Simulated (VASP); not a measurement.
# Cu (Cmcm) in VASP: notebook

The runs below take Cu through single point, with PBEsol.

All numbers are computed with VASP 6.6.1; they aren't measurements. Logs are shortened: lines on timing, memory, paths and dates and some standing lists are left out, and cuts for length are marked.

## 1. The cell of the first run

It takes space group Cmcm (No. 63, orthorhombic). Conventional cell: a = 2.437 Å, b = 7.953 Å, c = 2.376 Å, α = 90.00°, β = 90.00°, γ = 90.00°. Cu (site symmetry m2m) has 10 Cu at 2.38 to 2.51 Å within 3.1 Å.

## 2. Single point, PBEsol

INCAR reads:

```
PREC = Accurate
ENCUT = 820
EDIFF = 1E-6
ISMEAR = -1
SIGMA = 0.05
LREAL = False
LASPH = True
NELM = 120
ALGO = Normal
ISIF = 2
LWAVE = False
LCHARG = True
GGA = PS
LELF = True
LVHAR = True
NBANDS = 26
GGA_COMPAT = False
```

KPOINTS reads:

```
Automatic mesh
0
Gamma
  9 9 9
```

POSCAR reads:

```
Cu
1.0
    1.2184636900     -3.9763780104      0.0000000000
    1.2184636900      3.9763780104      0.0000000000
    0.0000000000      0.0000000000      2.3764757026
Cu
2
Direct
    0.8661333500      0.1338666500      0.7500000000
    0.1338666500      0.8661333500      0.2500000000
```

Potentials or basis: VASP PAW PBE potentials, release 64 (Cu_sv_GW).

Started as:

```bash
$ cat potpaw_PBE.64/Cu_sv_GW/POTCAR > POTCAR
$ mpirun -np 1 vasp_std > vasp.out
```

OUTCAR:

```text
PREC = Accurate
   ENCUT = 820
   EDIFF = 1E-6
   ISMEAR = -1
   LREAL = False
   LASPH = True
   NELM = 120
   ISIF = 2
   GGA = PS

 ion  position               nearest neighbor table
   1  0.866  0.134  0.750-   2 2.44   2 2.44   2 2.51   2 2.51   2 2.51   2 2.51
   2  0.134  0.866  0.250-   1 2.44   1 2.44   1 2.51   1 2.51   1 2.51   1 2.51

  LATTYP: Found a base centered orthorhombic cell.
 ALAT       =     2.4369273800
 B/A-ratio  =     3.2634357864
 C/A-ratio  =     0.9751934843

  Lattice vectors:

 A1 = (   1.2184636900,  -3.9763780104,   0.0000000000)
 A2 = (   1.2184636900,   3.9763780104,   0.0000000000)
 A3 = (   0.0000000000,   0.0000000000,   2.3764757026)

Analysis of symmetry for initial positions (statically):
=====================================================================
 Subroutine PRICEL returns:
 Original cell was already a primitive cell.

 Routine SETGRP: Setting up the symmetry group for a
 base centered orthorhombic supercell.

 Subroutine GETGRP returns: Found  8 space group operations
 (whereof  4 operations were pure point group operations)
 out of a pool of  8 trial point group operations.

The static configuration has the point symmetry C_2h.
 The point group associated with its full space group is D_2h.

Analysis of symmetry for dynamics (positions and initial velocities):
=====================================================================
 Subroutine PRICEL returns:
 Original cell was already a primitive cell.

 Routine SETGRP: Setting up the symmetry group for a
 base centered orthorhombic supercell.

 Subroutine GETGRP returns: Found  8 space group operations
 (whereof  4 operations were pure point group operations)
 out of a pool of  8 trial point group operations.

The dynamic configuration has the point symmetry C_2h.
 The point group associated with its full space group is D_2h.

 Subroutine INISYM returns: Found  8 space group operations
 (whereof  4 operations are pure point group operations),
 and found     1 'primitive' translations

----------------------------------------------------------------------------------------

                                     Primitive cell

  volume of cell :      23.0284

  direct lattice vectors                    reciprocal lattice vectors
     1.218463690 -3.976378010  0.000000000     0.410352811 -0.125742572  0.000000000
     1.218463690  3.976378010  0.000000000     0.410352811  0.125742572  0.000000000
     0.000000000  0.000000000  2.376475703     0.000000000  0.000000000  0.420791174

  length of vectors
     4.158874348  4.158874348  2.376475703     0.429186001  0.429186001  0.420791174

  position of ions in fractional coordinates (direct lattice)
     0.866133350  0.133866650  0.750000000
     0.133866650  0.866133350  0.250000000

  ion indices of the primitive-cell ions
   primitive index   ion index
                 1           1
                 2           2

----------------------------------------------------------------------------------------

 KPOINTS: Automatic mesh

Automatic generation of k-mesh.
 Grid dimensions read from file:
 generate k-points for:    9    9    9

 Generating k-lattice:

  Cartesian coordinates                     Fractional coordinates (reciprocal lattice)
     0.045594757 -0.013971397  0.000000000     0.111111111  0.000000000  0.000000000
     0.045594757  0.013971397  0.000000000     0.000000000  0.111111111  0.000000000
     0.000000000  0.000000000  0.046754575     0.000000000  0.000000000  0.111111111

  Length of vectors
     0.047687333  0.047687333  0.046754575

  Shift w.r.t. Gamma in fractional coordinates (k-lattice)
     0.000000000  0.000000000  0.000000000

 Subroutine IBZKPT returns following result:
 ===========================================

 Found    125 irreducible k-points:

 Following reciprocal coordinates:
            Coordinates               Weight
  0.000000  0.000000  0.000000      1.000000
  0.111111 -0.000000  0.000000      4.000000
  0.222222 -0.000000  0.000000      4.000000
  0.333333  0.000000  0.000000      4.000000
  0.444444 -0.000000  0.000000      4.000000
  0.111111  0.111111  0.000000      2.000000
[... 16 lines left out ...]
 -0.333333  0.333333  0.000000      2.000000
  0.444444  0.444444  0.000000      2.000000
 [... further k-points ...]
   k-points           NKPTS =    125   k-points in BZ     NKDIM =    125   number of bands    NBANDS=     26
   number of dos      NEDOS =    301   number of ions     NIONS =      2
   total plane-waves  NPLWV =  38400
   dimension x,y,z NGX =    40 NGY =   40 NGZ =   24
   dimension x,y,z NGXF=    80 NGYF=   80 NGZF=   48
   ions per type =               2
   NGX,Y,Z   is equivalent  to a cutoff of  15.99, 15.99, 16.79 a.u.
   NGXF,Y,Z  is equivalent  to a cutoff of  31.98, 31.98, 33.58 a.u.
 SYSTEM =  unknown system
   PREC   = accura    normal or accurate (medium, high low for compatibility)
   ISTART =      0    job   : 0-new  1-cont  2-samecut
   ICHARG =      2    charge: 1-file 2-atom 10-const
   ISPIN  =      1    spin polarized calculation?
   LNONCOLLINEAR =      F non collinear calculations
   LSORBIT =      F    spin-orbit coupling
   LASPH  =      T    aspherical Exc in radial PAW
   ENCUT  =  820.0 eV  60.27 Ry    7.76 a.u.   9.71  9.71  5.55*2*pi/ulx,y,z
   NELM   =    120;   NELMIN=  2; NELMDL= -5     # of ELM steps
   EDIFF  = 0.1E-05   stopping-criterion for ELM
   LREAL  =      F    real-space projection
   EDIFFG = 0.1E-04   stopping-criterion for IOM
   NSW    =      0    number of steps for IOM
   IBRION =     -1    ionic relax: 0-MD 1-quasi-New 2-CG
   NFREE  =      0    steps in history (QN), initial steepest desc. (CG)
   ISIF   =      2    stress and relaxation
   ISYM   =      2    0-nonsym 1-usesym 2-fastsym
   POTIM  = 0.5000    time-step for ionic-motion
   TEBEG  =    0.0;   TEEND  =   0.0 temperature during run
   PSTRESS=    0.0 pullay stress
   NELECT =      38.0000    total number of electrons
   NUPDOWN=      -1.0000    fix difference up-down
   EMIN   =  10.00;   EMAX   =-10.00  energy-range for DOS
   EFERMI =   0.00;   METHOD = LEGACY
   ISMEAR =    -1;   SIGMA  =   0.05  broadening in eV -4-tet -1-fermi 0-gaus
   EFERMI_NEDOS =   21; number of points for ismear=-14 and -15
   IALGO  =     38    algorithm
   IMIX   =      4    mixing-type and parameters
     AMIX     =   0.40;   BMIX     =  1.00
     AMIX_MAG =   1.60;   BMIX_MAG =  1.00
  volume/ion in A,a.u.               =      11.51        77.70
  Fermi-wavevector in a.u.,A,eV,Ry     =   1.934557  3.655782 50.919940  3.742510
  Thomas-Fermi vector in A             =   2.965819
   LORBIT       =      0    0 simple, 1 ext, 2 COOP (PROOUT), +10 PAW based schemes
   GGA     = PS    functional components
   LHFCALC =     F    Hartree Fock is set to
   AEXX    =    0.0000 exact exchange contribution
   IVDW    =     0    specifies the selected vdW correction
   LEPSILON=     F    determine dielectric tensor
   LRPA    =     F    only Hartree local field effects (RPA)
 non-spin polarized calculation
  energy-cutoff  :      820.00
  volume of cell :       23.03
 maximum number of plane-waves:      1245
   NGX = 19   NGY = 19   NGZ = 11

 number of electron      37.9999999 magnetization

 Free energy of the ion-electron system (eV)
  ---------------------------------------------------
  ext. energy  EPLUGINS =         0.00000000
  ---------------------------------------------------
  free energy    TOTEN  =        -8.42319614 eV

  energy without entropy =       -8.41783588  energy(sigma->0) =       -8.42051601

 E-fermi :   7.7028     XC(G=0): -13.6752

 val. band max:        7.6976042393   @ k =  -0.3333   0.1111   0.4444
 cond. band min:       7.7221002967   @ k =   0.4444   0.2222   0.3333
 fundamental gap:      0.0244960574
 Fermi energy:         7.7027657657

 k-point     1 :       0.0000    0.0000    0.0000
  band No.  band energies     occupation
      1    -104.6555      2.00000
      2    -104.6342      2.00000
      3     -62.2577      2.00000
      4     -62.1419      2.00000
      5     -62.1147      2.00000
      6     -62.1037      2.00000
[... 18 lines left out ...]
     25      28.2621      0.00000
     26      29.1174      0.00000

 k-point     2 :       0.1111   -0.0000    0.0000
  band No.  band energies     occupation
      1    -104.6539      2.00000
      2    -104.6336      2.00000
      3     -62.2537      2.00000
      4     -62.1400      2.00000
      5     -62.1212      2.00000
      6     -62.1037      2.00000
[... 18 lines left out ...]
     25      29.5700      0.00000
     26      32.7148      0.00000

 k-point     3 :       0.2222   -0.0000    0.0000
  band No.  band energies     occupation
      1    -104.6496      2.00000
      2    -104.6321      2.00000
      3     -62.2438      2.00000
      4     -62.1444      2.00000
      5     -62.1349      2.00000
      6     -62.1162      2.00000
[... 18 lines left out ...]
     25      30.0770      0.00000
     26      32.5440      0.00000

 k-point     4 :       0.3333    0.0000    0.0000
  band No.  band energies     occupation
      1    -104.6445      2.00000
      2    -104.6310      2.00000
      3     -62.2331      2.00000
      4     -62.1758      2.00000
      5     -62.1458      2.00000
      6     -62.1288      2.00000
[... 18 lines left out ...]
     25      28.2917      0.00000
     26      30.7271      0.00000

 k-point     5 :       0.4444   -0.0000    0.0000
  band No.  band energies     occupation
      1    -104.6406      2.00000
      2    -104.6307      2.00000
      3     -62.2277      2.00000
      4     -62.1972      2.00000
      5     -62.1612      2.00000
      6     -62.1275      2.00000
[... 18 lines left out ...]
     25      30.8491      0.00000
     26      31.4623      0.00000

 k-point     6 :       0.1111    0.1111    0.0000
  band No.  band energies     occupation
      1    -104.6502      2.00000
      2    -104.6315      2.00000
      3     -62.2473      2.00000
      4     -62.1419      2.00000
      5     -62.1359      2.00000
      6     -62.1179      2.00000
[... 427 lines left out ...]
 k-point    21 :       0.4444    0.3333    0.0000
  band No.  band energies     occupation
      1    -104.6425      2.00000
      2    -104.6392      2.00000
      3     -62.2010      2.00000
      4     -62.1745      2.00000
      5     -62.1318      2.00000
      6     -62.1224      2.00000
[... 18 lines left out ...]
     25      26.4111      0.00000
     26      28.3527      0.00000

 k-point    22 :      -0.4444    0.3333    0.0000
  band No.  band energies     occupation
      1    -104.6474      2.00000
      2    -104.6400      2.00000
      3     -62.2097      2.00000
      4     -62.1629      2.00000
      5     -62.1284      2.00000
      6     -62.1153      2.00000
[... 18 lines left out ...]
     25      27.4170      0.00000
     26      29.8524      0.00000

 k-point    23 :      -0.3333    0.3333    0.0000
  band No.  band energies     occupation
      1    -104.6502      2.00000
      2    -104.6393      2.00000
      3     -62.2218      2.00000
      4     -62.1503      2.00000
      5     -62.1326      2.00000
      6     -62.1128      2.00000
[... 18 lines left out ...]
     25      28.0752      0.00000
     26      29.9315      0.00000

 k-point    24 :       0.4444    0.4444    0.0000
  band No.  band energies     occupation
      1    -104.6448      2.00000
      2    -104.6426      2.00000
      3     -62.1895      2.00000
      4     -62.1828      2.00000
      5     -62.1238      2.00000
      6     -62.1198      2.00000
[... 18 lines left out ...]
     25      28.4745      0.00000
     26      29.1893      0.00000

 [... further k-points ...]

------------------------ aborting loop because EDIFF is reached ----------------------------------------

  FORCE on cell =-STRESS in cart. coord.  units (eV):
  Direction    XX          YY          ZZ          XY          YZ          ZX
  --------------------------------------------------------------------------------------
  -------------------------------------------------------------------------------------
  Total       -0.1537967      0.1295367      1.7059099      0.0000000      0.0000000      0.0000000
  in kB      -10.7002502      9.0123830    118.6869668      0.0000000      0.0000000      0.0000000
  external PRESSURE =      38.9996999 kB  Pullay stress =       0.0000000 kB

 VOLUME and BASIS-vectors are now :
 -----------------------------------------------------------------------------
  energy-cutoff  :      820.00
  volume of cell :       23.03
      direct lattice vectors                 reciprocal lattice vectors
     1.218463690 -3.976378010  0.000000000     0.410352811 -0.125742572  0.000000000
     1.218463690  3.976378010  0.000000000     0.410352811  0.125742572  0.000000000
     0.000000000  0.000000000  2.376475703     0.000000000  0.000000000  0.420791174

 POSITION                                       TOTAL-FORCE (eV/Angst)
 -----------------------------------------------------------------------------------
      1.21846     -2.91177      1.78236         0.000000     -0.030924     -0.000000
      1.21846      2.91177      0.59412         0.000000      0.030924      0.000000
 -----------------------------------------------------------------------------------
    total drift:                               -0.000000     -0.000000      0.000000

  FREE ENERGIE OF THE ION-ELECTRON SYSTEM (eV)
  ---------------------------------------------------
  free  energy   TOTEN  =        -8.4231961371 eV

  energy  without entropy=       -8.4178358754  energy(sigma->0) =       -8.42051601
```

It took 85 s on 1 thread of Intel Xeon Platinum 8559C (Emerald Rapids), shared host; peak memory 0.3 GiB.

What came out:

```yaml
Free_energy: -8.4232 eV
Pressure: 3.9 GPa
Largest_force: 0.031 eV/Å
Band_gap_on_the_k_mesh: zero (bands 19 and 20 overlap by 5.19 eV)
```

Forces on the atoms (eV/Å):
```
Cu   0.000 -0.031  0.000
Cu   0.000  0.031  0.000
```

Stress tensor (GPa, compression positive):
```
-1.07  0.00  0.00
 0.00  0.90  0.00
 0.00  0.00 11.87
```

Levels at points of the mesh, in eV from the Fermi level:
| k point | band 15 | band 16 | band 17 | band 18 | band 19 | band 20 | band 21 | band 22 | band 23 | band 24 |
| --- | --- | --- | --- | --- | --- | --- | --- | --- | --- | --- |
| (0.00, 0.00, 0.00) | -2.43 | -2.07 | -1.78 | -1.64 | -1.41 | -0.43 | 4.72 | 16.49 | 18.03 | 18.94 |

Caveat: the stress differs along the axes, from -1 to 12 GPa; the PAW data sets were made with another functional, which shifts forces and pressure a little.

[end of part 1 of 2]

The gap in the log of VASP goes by the Fermi energy; the results here count the filled bands.